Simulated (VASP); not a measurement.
Input of a VASP 6.6.1 run:

The input POSCAR:

```
BN
1.0
    1.2511217832      0.7223354983      3.3729344033
   -1.2511217832      0.7223354983      3.3729344033
    0.0000000000     -1.4446709966      3.3729344033
N B
1 1
Direct
    0.6672382000      0.6672382000      0.6672382000
    0.0003288000      0.0003288000      0.0003288000
```

The input INCAR.step1:

```
SYSTEM = BN
PREC     = Accurate       ! precision mode
ENCUT    = 520            ! plane-wave cutoff, eV
EDIFF    = 1E-5           ! SCF threshold, eV
ISMEAR   = -1             ! smearing method
SIGMA    = 0.05           ! smearing width, eV
LREAL    = .FALSE.        ! projectors in reciprocal space
LASPH    = .TRUE.         ! aspherical terms in the spheres
NELM     = 60             ! most SCF steps
ALGO     = Normal         ! electronic algorithm
ISIF     = 2              ! what is computed and relaxed
LWAVE    = .TRUE.         ! write WAVECAR
LCHARG   = .FALSE.        ! write CHGCAR
GGA      = PE             ! functional
NBANDS   = 11             ! bands
```

Contents of INCAR.step2:

```
SYSTEM = BN
PREC     = Accurate       ! precision mode
ENCUT    = 520            ! plane-wave cutoff, eV
EDIFF    = 1E-6           ! SCF threshold, eV
ISMEAR   = -1             ! smearing method
SIGMA    = 0.05           ! smearing width, eV
LREAL    = .FALSE.        ! projectors in reciprocal space
LASPH    = .TRUE.         ! aspherical terms in the spheres
NELM     = 60             ! most SCF steps
ALGO     = Normal         ! electronic algorithm
ISIF     = 2              ! what is computed and relaxed
LWAVE    = .FALSE.        ! write WAVECAR
LCHARG   = .FALSE.        ! write CHGCAR
GGA      = B3             ! functional
LHFCALC  = .TRUE.         ! exact exchange
AEXX     = 0.2            ! exact-exchange fraction
AGGAX    = 0.72         
AGGAC    = 0.81         
ALDAC    = 0.19         
PRECFOCK = Normal       
ISTART   = 1            
NBANDS   = 11             ! bands
```

File KPOINTS:

```
regular mesh
0
G
  6 6 6
  0 0 0
```

Potentials or basis: VASP PAW PBE potentials, release 64 (N, B).

Command:

```sh
$ cat potpaw_PBE.64/N/POTCAR potpaw_PBE.64/B/POTCAR > POTCAR
$ cp INCAR.step1 INCAR
$ mpirun -np 1 vasp_std > vasp.out
$ cp INCAR.step2 INCAR
$ mpirun -np 1 vasp_std > vasp.out
```

(1) Predict the band gap on the k mesh.

(2) Predict the largest force.

(3) Predict the pressure.

Results:

(1) 5.98 eV (least direct gap 6.49 eV).

(2) 0.003 eV/Å.

(3) 0.6 GPa.

Caveat: the k points lie up to 0.49 Å⁻¹ apart; the PAW data sets were made with another functional, which shifts forces and pressure a little.
